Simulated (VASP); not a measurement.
Here is a VASP 6.6.1 calculation.

POSCAR

```
Bi2Au3S3
1.0
    5.7166190000      0.0000000000      0.0000000000
   -2.8583100000      4.9507420000      0.0000000000
   -2.8583100000      1.6502470000      6.6161980000
S Au Bi
3 3 2
Direct
    0.5000000000      0.5000000000      0.5000000000
    0.0807000000      0.9193000000      0.2421000000
    0.9193000000      0.0807000000      0.7579000000
    0.5000000000      0.0000000000      0.0000000000
    0.0000000000      0.5000000000      0.0000000000
    0.5000000000      0.5000000000      0.0000000000
    0.2423000000      0.7577000000      0.7269000000
    0.7577000000      0.2423000000      0.2731000000
```

File INCAR.step1:

```
PREC = Accurate
ENCUT = 520
ISMEAR = -1
SIGMA = 0.1
LREAL = False
LASPH = True
NELM = 150
LMAXMIX = 4
LDAU = True
LDAUTYPE = 2
LDAUL = -1 2 -1
LDAUU = 0 8 0
LDAUJ = 0 0 0
NBANDS = 50
GGA = PE
ALGO = Normal
EDIFF = 1E-4
LWAVE = True
LCHARG = False
```

The input INCAR.step2:

```
PREC = Accurate
ENCUT = 520
EDIFF = 1E-6
ISMEAR = -1
SIGMA = 0.1
LREAL = False
LASPH = True
NELM = 150
ALGO = Normal
ISIF = 2
LWAVE = False
LCHARG = False
LMAXMIX = 4
LDAU = True
LDAUTYPE = 2
LDAUL = -1 2 -1
LDAUU = 0 8 0
LDAUJ = 0 0 0
LDAUPRINT = 1
METAGGA = R2SCAN
LMIXTAU = True
NBANDS = 50
ISTART = 1
```

Contents of KPOINTS:

```
regular mesh
0
Gamma
  4 4 4
```

Potentials or basis: VASP PAW PBE potentials, release 64 (S, Au, Bi_d).

Run with:

```bash
$ cat potpaw_PBE.64/S/POTCAR potpaw_PBE.64/Au/POTCAR potpaw_PBE.64/Bi_d/POTCAR > POTCAR
$ cp INCAR.step1 INCAR
$ mpirun -np 1 vasp_std > vasp.out
$ cp INCAR.step2 INCAR
$ mpirun -np 1 vasp_std > vasp.out
```

Problem. What does it give for the pressure?

Solution. 10.9 GPa.

Problem. Predict the band gap on the k mesh.

Solution. Zero (an odd number of electrons rules out a gap without spin polarisation).

Problem. Predict the largest force.

Solution. 9.469 eV/Å.

Eigenvalues of the final occupation matrices:
| site | spin | trace | eigenvalues |
| --- | --- | --- | --- |
| site 4 d | 1 | 4.66 | 0.91 0.92 0.94 0.94 0.94 |
| site 4 d | 2 | 4.66 | 0.91 0.92 0.94 0.94 0.94 |
| site 5 d | 1 | 4.66 | 0.91 0.92 0.94 0.94 0.94 |
| site 5 d | 2 | 4.66 | 0.91 0.92 0.94 0.94 0.94 |
| site 6 d | 1 | 4.66 | 0.91 0.92 0.94 0.94 0.94 |
| site 6 d | 2 | 4.66 | 0.91 0.92 0.94 0.94 0.94 |

Caveat: the stress differs along the axes, from 5 to 23 GPa; the PAW data sets were made with another functional, which shifts forces and pressure a little; spin-orbit coupling is left out, which moves the levels of the heavy elements; U without spin polarisation on a metal has little footing.
